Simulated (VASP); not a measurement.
# HOs4 in VASP: relaxation of the atoms with PBEsol

Aim: the relaxation of the atoms of HOs4 with PBEsol.

Everything below comes from runs of VASP 6.6.1. Logs are shortened: lines on timing, memory, paths and dates and some standing lists are left out, and cuts for length are marked.

## Step 1: The cell of the first run

The cell holds a slab with vacuum, 5 atoms: a = 2.701 Å, b = 2.701 Å, c = 24.730 Å, α = 90.00°, β = 90.00°, γ = 90.00°.

## Step 2: Relaxation of the atoms, PBEsol

File INCAR:

```
PREC     = Accurate       # precision mode
ENCUT    = 520            # plane-wave cutoff, eV
EDIFF    = 1E-7           # SCF threshold, eV
ISMEAR   = 0              # smearing method
SIGMA    = 0.1            # smearing width, eV
LREAL    = F              # projectors in reciprocal space
LASPH    = T              # aspherical terms in the spheres
NELM     = 120            # most SCF steps
ALGO     = Normal         # electronic algorithm
ISIF     = 2              # what is computed and relaxed
LWAVE    = F              # write WAVECAR
LCHARG   = F              # write CHGCAR
LDIPOL   = T            
IDIPOL   = 3            
DIPOL    = 0.5 0.5 0.491
GGA      = PS             # functional
IBRION   = 2              # ionic algorithm
NSW      = 90             # ionic steps
EDIFFG   = -0.03          # ionic threshold
GGA_COMPAT= F            
NELMIN   = 4            
NELMDL   = -8
```

File KPOINTS:

```
regular mesh
0
Gamma
  11 11 1
```

File POSCAR:

```
HOs4
1.0
    2.7013757170      0.0000000000      0.0000000000
    0.0000000000      2.7013757170      0.0000000000
    0.0000000000      0.0000000000     24.7304832641
Os H
4 1
Selective dynamics
Direct
    0.5000000000      0.5000000000      0.3437053740  F F F
    0.0000000000      0.0000000000      0.4209445071  F F F
    0.5000000000      0.5000000000      0.5005103018  T T T
    0.0000000000      0.0000000000      0.5722021066  T T T
    0.0000000000      0.5000000000      0.6174903441  T T T
```

Potentials or basis: VASP PAW PBE potentials, release 64 (Os, H).

Command:

```sh
> cat potpaw_PBE.64/Os/POTCAR potpaw_PBE.64/H/POTCAR > POTCAR
> mpirun -np 1 vasp_std > vasp.out
```

OUTCAR:

```text
PREC = Accurate
   ENCUT = 520
   EDIFF = 1E-7
   ISMEAR = 0
   LREAL = F
   LASPH = T
   NELM = 120
   ISIF = 2
   GGA = PS
   IBRION = 2
   NSW = 90
   EDIFFG = -0.03
   NELMIN = 4
   NELMDL = -8

 ion  position               nearest neighbor table
   1  0.500  0.500  0.344-   2 2.70   2 2.70   2 2.70   2 2.70
   2  0.000  0.000  0.421-   1 2.70   1 2.70   1 2.70   1 2.70   3 2.74   3 2.74   3 2.74   3 2.74

   3  0.500  0.500  0.501-   4 2.61   4 2.61   4 2.61   4 2.61   2 2.74   2 2.74   2 2.74   2 2.74

   4  0.000  0.000  0.572-   5 1.75   5 1.75   3 2.61   3 2.61   3 2.61   3 2.61
   5  0.000  0.500  0.617-   4 1.75   4 1.75

  LATTYP: Found a simple tetragonal cell.
 ALAT       =     2.7013757170
 C/A-ratio  =     9.1547736616

  Lattice vectors:

 A1 = (   2.7013757170,   0.0000000000,   0.0000000000)
 A2 = (   0.0000000000,   2.7013757170,   0.0000000000)
 A3 = (   0.0000000000,   0.0000000000,  24.7304832641)

Analysis of symmetry for initial positions (statically):
=====================================================================
 Subroutine PRICEL returns:
 Original cell was already a primitive cell.

 Routine SETGRP: Setting up the symmetry group for a
 simple tetragonal supercell.

 Subroutine GETGRP returns: Found  4 space group operations
 (whereof  4 operations were pure point group operations)
 out of a pool of 16 trial point group operations.

The static configuration has the point symmetry C_2v.

Analysis of symmetry for dynamics (positions and initial velocities):
=====================================================================
 Subroutine PRICEL returns:
 Original cell was already a primitive cell.

 Routine SETGRP: Setting up the symmetry group for a
 simple tetragonal supercell.

 Subroutine GETGRP returns: Found  4 space group operations
 (whereof  4 operations were pure point group operations)
 out of a pool of 16 trial point group operations.

The dynamic configuration has the point symmetry C_2v.

Analysis of constrained symmetry for selective dynamics:
=====================================================================
 Subroutine PRICEL returns:
 Original cell was already a primitive cell.

 Routine SETGRP: Setting up the symmetry group for a
 simple tetragonal supercell.

 Subroutine GETGRP returns: Found  4 space group operations
 (whereof  4 operations were pure point group operations)
 out of a pool of 16 trial point group operations.

The constrained configuration has the point symmetry C_2v.

 Subroutine INISYM returns: Found  4 space group operations
 (whereof  4 operations are pure point group operations),
 and found     1 'primitive' translations

----------------------------------------------------------------------------------------

                                     Primitive cell

  volume of cell :     180.4690

  direct lattice vectors                    reciprocal lattice vectors
     2.701375717  0.000000000  0.000000000     0.370181754  0.000000000  0.000000000
     0.000000000  2.701375717  0.000000000     0.000000000  0.370181754  0.000000000
     0.000000000  0.000000000 24.730483264     0.000000000  0.000000000  0.040435926

  length of vectors
     2.701375717  2.701375717 24.730483264     0.370181754  0.370181754  0.040435926

  position of ions in fractional coordinates (direct lattice)
     0.500000000  0.500000000  0.343705374
     0.000000000  0.000000000  0.420944507
     0.500000000  0.500000000  0.500510302
     0.000000000  0.000000000  0.572202107
     0.000000000  0.500000000  0.617490344
[... 64 lines left out ...]
   total plane-waves  NPLWV =  76800
   dimension x,y,z NGX =    20 NGY =   20 NGZ =  192
   dimension x,y,z NGXF=    40 NGYF=   40 NGZF=  384
   ions per type =               4   1
   NGX,Y,Z   is equivalent  to a cutoff of  12.31, 12.31, 12.91 a.u.
   NGXF,Y,Z  is equivalent  to a cutoff of  24.62, 24.62, 25.81 a.u.
 SYSTEM =  unknown system
   PREC   = accura    normal or accurate (medium, high low for compatibility)
   ISTART =      0    job   : 0-new  1-cont  2-samecut
   ICHARG =      2    charge: 1-file 2-atom 10-const
   ISPIN  =      1    spin polarized calculation?
   LNONCOLLINEAR =      F non collinear calculations
   LSORBIT =      F    spin-orbit coupling
   LASPH  =      T    aspherical Exc in radial PAW
   ENCUT  =  520.0 eV  38.22 Ry    6.18 a.u.   5.02  5.02 45.98*2*pi/ulx,y,z
   NELM   =    120;   NELMIN=  4; NELMDL= -8     # of ELM steps
   EDIFF  = 0.1E-06   stopping-criterion for ELM
   LREAL  =      F    real-space projection
   EDIFFG = -.3E-01   stopping-criterion for IOM
   NSW    =     90    number of steps for IOM
   IBRION =      2    ionic relax: 0-MD 1-quasi-New 2-CG
   NFREE  =      1    steps in history (QN), initial steepest desc. (CG)
   ISIF   =      2    stress and relaxation
   ISYM   =      2    0-nonsym 1-usesym 2-fastsym
   POTIM  = 0.5000    time-step for ionic-motion
   TEBEG  =    0.0;   TEEND  =   0.0 temperature during run
   PSTRESS=    0.0 pullay stress
   NELECT =      33.0000    total number of electrons
   NUPDOWN=      -1.0000    fix difference up-down
   EMIN   =  10.00;   EMAX   =-10.00  energy-range for DOS
   EFERMI =   0.00;   METHOD = LEGACY
   ISMEAR =     0;   SIGMA  =   0.10  broadening in eV -4-tet -1-fermi 0-gaus
   EFERMI_NEDOS =   21; number of points for ismear=-14 and -15
   IALGO  =     38    algorithm
   IMIX   =      4    mixing-type and parameters
     AMIX     =   0.40;   BMIX     =  1.00
     AMIX_MAG =   1.60;   BMIX_MAG =  1.00
  volume/ion in A,a.u.               =      36.09       243.57
  Fermi-wavevector in a.u.,A,eV,Ry     =   0.929206  1.755944 11.747591  0.863424
  Thomas-Fermi vector in A             =   2.055464
   LORBIT       =      0    0 simple, 1 ext, 2 COOP (PROOUT), +10 PAW based schemes
   GGA     = PS    functional components
   LHFCALC =     F    Hartree Fock is set to
   AEXX    =    0.0000 exact exchange contribution
   IVDW    =     0    specifies the selected vdW correction
   LEPSILON=     F    determine dielectric tensor
   LRPA    =     F    only Hartree local field effects (RPA)
 conjugate gradient relaxation of ions
 non-spin polarized calculation
 Gauss-broadening in eV      SIGMA  =   0.10
  energy-cutoff  :      520.00
  volume of cell :      180.47
 maximum number of plane-waves:      4905
   NGX = 11   NGY = 11   NGZ = 91

--------------------------------------- Ionic step        1  -------------------------------------------

 number of electron      32.9999994 magnetization

 Free energy of the ion-electron system (eV)
  ---------------------------------------------------
  ext. energy  EPLUGINS =         0.00000000
  ---------------------------------------------------
  free energy    TOTEN  =       -48.85524887 eV

  energy without entropy =      -48.83624043  energy(sigma->0) =      -48.84574465

------------------------ aborting loop because EDIFF is reached ----------------------------------------

  FORCE on cell =-STRESS in cart. coord.  units (eV):
  Direction    XX          YY          ZZ          XY          YZ          ZX
  --------------------------------------------------------------------------------------
  -------------------------------------------------------------------------------------
  Total       -2.5569297     -3.4911815     -1.0614456      0.0000000      0.0000000      0.0000000
  in kB      -22.7000485    -30.9941996     -9.4233591      0.0000000      0.0000000      0.0000000
  external PRESSURE =     -21.0392024 kB  Pullay stress =       0.0000000 kB
[... 67 lines left out ...]
 number of electron      32.9999993 magnetization

------------------------ aborting loop because EDIFF is reached ----------------------------------------

 vacuum level on the upper side and lower side of the slab       (xc-potential included)         0.013        -0.102

  FORCE on cell =-STRESS in cart. coord.  units (eV):
  Direction    XX          YY          ZZ          XY          YZ          ZX
  --------------------------------------------------------------------------------------
  -------------------------------------------------------------------------------------
  Total       -1.7648293     -3.7499262     -0.9531810      0.0000000      0.0000000      0.0000000
  in kB      -15.6678967    -33.2912972     -8.4622018      0.0000000      0.0000000      0.0000000
  external PRESSURE =     -19.1404652 kB  Pullay stress =       0.0000000 kB
[... 20 lines left out ...]
  FREE ENERGIE OF THE ION-ELECTRON SYSTEM (eV)
  ---------------------------------------------------
  free  energy   TOTEN  =       -48.8918637749 eV

  energy  without entropy=      -48.8701597111  energy(sigma->0) =      -48.88101174

 dipolmoment           0.000000      0.000000     -0.001241 electrons x Angstroem

[... ionic steps 4 to 7 ...]

--------------------------------------- Ionic step        8  -------------------------------------------

 number of electron      32.9999994 magnetization

------------------------ aborting loop because EDIFF is reached ----------------------------------------
[... 73 lines left out ...]
--------------------------------------- Ionic step       10  -------------------------------------------

 number of electron      32.9999994 magnetization

 dipolmoment           0.000000      0.000000      0.004086 electrons x Angstroem

 Free energy of the ion-electron system (eV)
  ---------------------------------------------------
  ext. energy  EPLUGINS =         0.00000000
  ---------------------------------------------------
  free energy    TOTEN  =       -48.90967677 eV

  energy without entropy =      -48.89059176  energy(sigma->0) =      -48.90013426

 E-fermi :  -0.7858     XC(G=0):  -5.3737

 val. band max:       -0.7954277710   @ k =   0.2727   0.0000   0.0000
 cond. band min:      -0.7600189991   @ k =   0.3636   0.2727   0.0000
 fundamental gap:      0.0354087719
 Fermi energy:        -0.7858228357

 k-point     1 :       0.0000    0.0000    0.0000
  band No.  band energies     occupation
      1     -11.1353      2.00000
      2      -9.5404      2.00000
      3      -8.3592      2.00000
      4      -7.7320      2.00000
      5      -7.5215      2.00000
      6      -6.6408      2.00000
[... 541 lines left out ...]
     19       0.6083      0.00000
     20       0.6757      0.00000

 [... further k-points ...]

------------------------ aborting loop because EDIFF is reached ----------------------------------------

 vacuum level on the upper side and lower side of the slab       (xc-potential included)        -0.010        -0.106

  FORCE on cell =-STRESS in cart. coord.  units (eV):
  Direction    XX          YY          ZZ          XY          YZ          ZX
  --------------------------------------------------------------------------------------
  -------------------------------------------------------------------------------------
  Total       -2.9624652     -5.0303815     -2.9824363      0.0000000      0.0000000      0.0000000
  in kB      -26.3003330    -44.6589925    -26.4776340      0.0000000      0.0000000      0.0000000
  external PRESSURE =     -32.4789865 kB  Pullay stress =       0.0000000 kB
[... 20 lines left out ...]
  FREE ENERGIE OF THE ION-ELECTRON SYSTEM (eV)
  ---------------------------------------------------
  free  energy   TOTEN  =       -48.9096767680 eV

  energy  without entropy=      -48.8905917607  energy(sigma->0) =      -48.90013426

 reached required accuracy - stopping structural energy minimisation

 vacuum level on the upper side and lower side of the slab         4.678         4.580
```

It took 20 min on 1 thread of Intel Xeon Platinum 8488C (Sapphire Rapids), shared host; peak memory 0.34 GiB.

Results:

* Free energy: -48.9097 eV
* Energy gained by relaxing: 10.9 meV/atom
* Ionic steps: 10
* Band gap on the k mesh: zero (an odd number of electrons rules out a gap without spin polarisation)

Step by step:
```
step  energy change (eV)  largest force on free atoms (eV/Å)  pressure (GPa)
   1              0.0000                              0.9706           -2.10
   2             -0.0365                              0.3000           -1.93
   3             -0.0366                              0.3484           -1.91
   4             -0.0445                              0.1943           -2.29
   5             -0.0458                              0.2431           -2.49
   6             -0.0495                              0.1769           -2.67
   7             -0.0544                              0.0439           -3.19
   8             -0.0544                              0.0425           -3.22
   9             -0.0543                              0.0554           -3.29
  10             -0.0544                              0.0027           -3.25
```

Final structure:
```cif
data_structure
_symmetry_space_group_name_H-M 'P 1'
_symmetry_Int_Tables_number 1
_cell_length_a 2.7014
_cell_length_b 2.7014
_cell_length_c 24.7305
_cell_angle_alpha 90.000
_cell_angle_beta 90.000
_cell_angle_gamma 90.000
_cell_volume 180.47
loop_
_atom_site_label
_atom_site_type_symbol
_atom_site_fract_x
_atom_site_fract_y
_atom_site_fract_z
_atom_site_occupancy
Os1 Os 0.50000 0.50000 0.34371 1
Os2 Os 0.00000 0.00000 0.42094 1
Os3 Os 0.50000 0.50000 0.50101 1
Os4 Os 0.00000 0.00000 0.57305 1
H1 H 0.00000 0.50000 0.62282 1
```

Caveat: the PAW data sets were made with another functional, which shifts forces and pressure a little; spin-orbit coupling is left out, which moves the levels of the heavy elements.

The gap in the log of VASP goes by the Fermi energy; the results here count the filled bands.